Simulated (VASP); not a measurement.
Input of a VASP 6.6.1 run:

Contents of POSCAR:

```
NaI
1.0
    4.0405365658      0.0000000000      0.0000000000
    0.0000000000      4.0405365658      0.0000000000
    0.0000000000      0.0000000000      4.0405365658
Na I
1 1
Direct
    0.0000000000      0.0000000000      0.0000000000
    0.5000000000      0.5000000000      0.5000000000
```

INCAR.step1

```
PREC     = Accurate       # precision mode
ENCUT    = 500            # plane-wave cutoff, eV
EDIFF    = 1E-8           # SCF threshold, eV
ISMEAR   = 0              # smearing method
SIGMA    = 0.01           # smearing width, eV
LREAL    = F              # projectors in reciprocal space
LASPH    = T              # aspherical terms in the spheres
NELM     = 60             # most SCF steps
ALGO     = Normal         # electronic algorithm
LWAVE    = T              # write WAVECAR
LCHARG   = F              # write CHGCAR
METAGGA  = R2SCAN         # meta-GGA
LMIXTAU  = T
```

INCAR.step2

```
PREC     = Accurate       # precision mode
ENCUT    = 500            # plane-wave cutoff, eV
EDIFF    = 1E-8           # SCF threshold, eV
ISMEAR   = 0              # smearing method
SIGMA    = 0.01           # smearing width, eV
LREAL    = F              # projectors in reciprocal space
LASPH    = T              # aspherical terms in the spheres
NELM     = 1              # most SCF steps
ALGO     = Exact          # electronic algorithm
LWAVE    = T              # write WAVECAR
LCHARG   = F              # write CHGCAR
METAGGA  = R2SCAN         # meta-GGA
LMIXTAU  = T            
NBANDS   = 256            # bands
LOPTICS  = T              # frequency-dependent dielectric function
ISTART   = 1
```

File INCAR.step3:

```
PREC     = Accurate       # precision mode
ENCUT    = 500            # plane-wave cutoff, eV
EDIFF    = 1E-8           # SCF threshold, eV
ISMEAR   = 0              # smearing method
SIGMA    = 0.01           # smearing width, eV
LREAL    = F              # projectors in reciprocal space
LASPH    = T              # aspherical terms in the spheres
ALGO     = EVGW0          # electronic algorithm
LWAVE    = F              # write WAVECAR
LCHARG   = F              # write CHGCAR
METAGGA  = R2SCAN         # meta-GGA
LMIXTAU  = T            
NELMGW   = 1            
NBANDS   = 256            # bands
ENCUTGW  = 140.0          # cutoff of the response function
NOMEGA   = 48             # frequency points
PRECFOCK = Fast         
ISTART   = 1            
NBANDSGW = 16
```

KPOINTS

```
Automatic mesh
0
Gamma
  4 4 4
```

Potentials or basis: VASP PAW PBE potentials, release 64 (Na_sv_GW, I_GW).

The run is started by

```sh
$ cat potpaw_PBE.64/Na_sv_GW/POTCAR potpaw_PBE.64/I_GW/POTCAR > POTCAR
$ cp INCAR.step1 INCAR
$ mpirun -np 1 vasp_std > vasp.out
$ cp INCAR.step2 INCAR
$ mpirun -np 1 vasp_std > vasp.out
$ cp INCAR.step3 INCAR
$ mpirun -np 1 vasp_std > vasp.out
```

(1) Predict the quasiparticle gap.

(2) Estimate the least direct quasiparticle gap.

(3) Estimate the band gap on the k mesh, mean-field level.

Answers

(1) 4.55 eV.

(2) 4.95 eV.

(3) 2.86 eV, indirect (least direct gap 3.18 eV).

Caveat: bands, screening cutoff and mesh are small and nothing is extrapolated, so the quasiparticle values aren't converged; spin-orbit coupling is left out, which moves the levels of the heavy elements.
